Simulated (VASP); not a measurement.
Al2As3:

```
Al As
1.0
     4.06365    0.00000    0.00000
    -2.03183    3.51923    0.00000
     0.00000    0.00000    6.32238
Al As
2 3
Direct
  0.33333 0.66667 0.24500
  0.66667 0.33333 0.75500
  0.00000 0.00000 0.00000
  0.33333 0.66667 0.64500
  0.66667 0.33333 0.35500
```

* Program: VASP 6.6.1
* Task: relaxation of cell and atoms
* Functional: PBE
* Potentials or basis: VASP PAW PBE potentials, release 64 (Al, As)
* Cutoff: 600 eV
* k mesh: 6 × 6 × 4
* Occupations: gaussian, width 0.1 eV
* Spin: no spin polarisation

At the start: pressure 13.2 GPa; volume 18.08 Å³/atom.

Q: Where does the relaxation end?

A: Over 34 steps the energy falls by 247.9 meV/atom and the volume is 19.42 Å³/atom (+7.4 %); space group P-3m1 (No. 164, to 0.1 Å) before and after.

Step by step:
| step | energy change (eV) | largest force (eV/Å) | pressure (GPa) | volume (Å³) |
| --- | --- | --- | --- | --- |
| 1 | 0.0000 | 1.4757 | 13.21 | 90.42 |
| 2 | -0.4739 | 0.1889 | -4.73 | 111.35 |
| 3 | -0.5780 | 0.4678 | -0.69 | 104.16 |
| 4 | -0.6227 | 0.4412 | -0.43 | 103.48 |
| 5 | -0.7200 | 0.3762 | 0.82 | 101.34 |
| 6 | -0.7767 | 0.8713 | 5.21 | 96.63 |
| 7 | -0.8005 | 0.6231 | 3.41 | 98.30 |
| 8 | -0.8238 | 0.6355 | 3.06 | 98.72 |
| 9 | -0.8797 | 0.6449 | 2.08 | 99.94 |
| 10 | -0.9612 | 0.6624 | 0.17 | 102.24 |
| 11 | -0.8159 | 0.9401 | -2.67 | 106.23 |
| 12 | -0.9577 | 0.5837 | -0.55 | 103.11 |
| 13 | -0.9586 | 0.5998 | -0.41 | 102.92 |
| 14 | -0.9866 | 0.5606 | -0.66 | 103.01 |
| 15 | -1.0229 | 0.4092 | -1.22 | 103.13 |
| 16 | -1.0284 | 0.3442 | -1.48 | 103.16 |
| 17 | -1.0553 | 0.4088 | -0.43 | 101.33 |
| 18 | -1.0727 | 0.5372 | 1.45 | 98.45 |
| 19 | -1.0926 | 0.5215 | 1.37 | 98.23 |
| 20 | -1.1469 | 0.4614 | 1.24 | 97.57 |
| 21 | -1.1890 | 0.3456 | 1.53 | 96.26 |
| 22 | -1.1915 | 0.2336 | 1.36 | 96.62 |
| 23 | -1.1922 | 0.2584 | 1.40 | 96.51 |
| 24 | -1.2061 | 0.2006 | -0.38 | 98.56 |
| 25 | -1.2061 | 0.1982 | -0.47 | 98.67 |
| 26 | -1.2124 | 0.1877 | -0.40 | 98.45 |
| 27 | -1.2269 | 0.1160 | -0.11 | 97.81 |
| 28 | -1.2001 | 0.2963 | 0.97 | 96.52 |
| 29 | -1.2287 | 0.0523 | 0.05 | 97.56 |
| 30 | -1.2353 | 0.0678 | -0.01 | 97.44 |
| 31 | -1.2376 | 0.0733 | -0.04 | 97.34 |
| 32 | -1.2377 | 0.0872 | -0.04 | 97.32 |
| 33 | -1.2393 | 0.0412 | 0.01 | 97.18 |
| 34 | -1.2395 | 0.0246 | 0.04 | 97.11 |

Final structure:
```
CELL_PARAMETERS angstrom
3.72666 0.00000 0.00000
-1.86333 3.22738 0.00000
0.00000 0.00000 8.07418
ATOMIC_POSITIONS crystal
Al 0.33333 0.66667 0.18960
Al 0.66667 0.33333 0.81040
As 0.00000 0.00000 0.00000
As 0.33333 0.66667 0.61501
As 0.66667 0.33333 0.38499
```

Caveat: a cell axis changed by over 15 % at a fixed basis, so the end point is rough; an odd number of electrons without spin polarisation forces a metal; a magnetic or distorted state may lie lower.
